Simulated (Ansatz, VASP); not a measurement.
**Sc: VASP beside Ansatz**

Contents of INCAR:

```
PREC = Accurate
ENCUT = 520
EDIFF = 1E-6
ISMEAR = -1
SIGMA = 0.1
LREAL = F
LASPH = T
NELM = 100
ALGO = Normal
ISIF = 2
LWAVE = F
LCHARG = F
GGA = CA
NBANDS = 18
```

KPOINTS

```
Automatic mesh
0
Gamma
  14 14 12
```

Contents of POSCAR:

```
Sc
1.0
   -3.6624671813      3.6624818853      1.5226248724
    3.6624818853     -3.6624671813      1.5226248724
    2.0132353664      2.0132353664     -1.5225979419
Sc
2
Direct
    0.0000056904      0.9999943096      1.0000000000
    0.7499943096      0.2500056904      0.5000000000
```

Input for Ansatz:

```yaml
crystal:
  lattice:
    - [-3.6624671813, 3.6624818853, 1.5226248724]
    - [3.6624818853, -3.6624671813, 1.5226248724]
    - [2.0132353664, 2.0132353664, -1.5225979419]
  atoms:
    - { symbol: Sc, position: [5.6904e-06, 0.9999943096, 1.0] }
    - { symbol: Sc, position: [0.7499943096, 0.2500056904, 0.5] }
hamiltonian:
  xc: lda
  pseudopotentials:
    kind: paw
    azcp:
      Sc: "pseudopotentials/Sc.paw.azcp"
basis:
  ecutwfc: 420
  fft_grid_basis: typed
kpoints:
  mp_grid: { grid: [14, 14, 12], shift: [0, 0, 0] }
magnetization:
  spin_polarized: false
scf:
  occupations: { method: fermi_dirac, width: 0.1 }
  lower_state_search: "off"
output:
  stress: true
  write_density: true
  write_potential: true
  elf: true
  volumetric_format: npy
```

Alike in both runs: task single point; functional LDA; k mesh 14 × 14 × 12; occupations fermi-dirac, width 0.1 eV; no spin polarisation.

|  | VASP | Ansatz |
| --- | --- | --- |
| version | VASP 6.6.1 | Ansatz 0.2.0 |
| potentials or method | VASP PAW LDA potentials, release 64 (Sc_sv), cutoff 520 eV | plane waves (420 eV) with PAW, scalar-relativistic |
| valence electrons in the cell | 22 | 22 |

Ansatz gave:

```
pressure (GPa) : 0.0
```

**Question.** What did VASP give for the same quantities?

**Answer.** Pressure (GPa): 0.1.

Ansatz warns that its potentials were made for another functional, while VASP's fit it. LDA's correlation is that of Perdew and Zunger in VASP and of Perdew and Wang (1992) in Ansatz. Ansatz's warnings: near symmetry operations not taken.
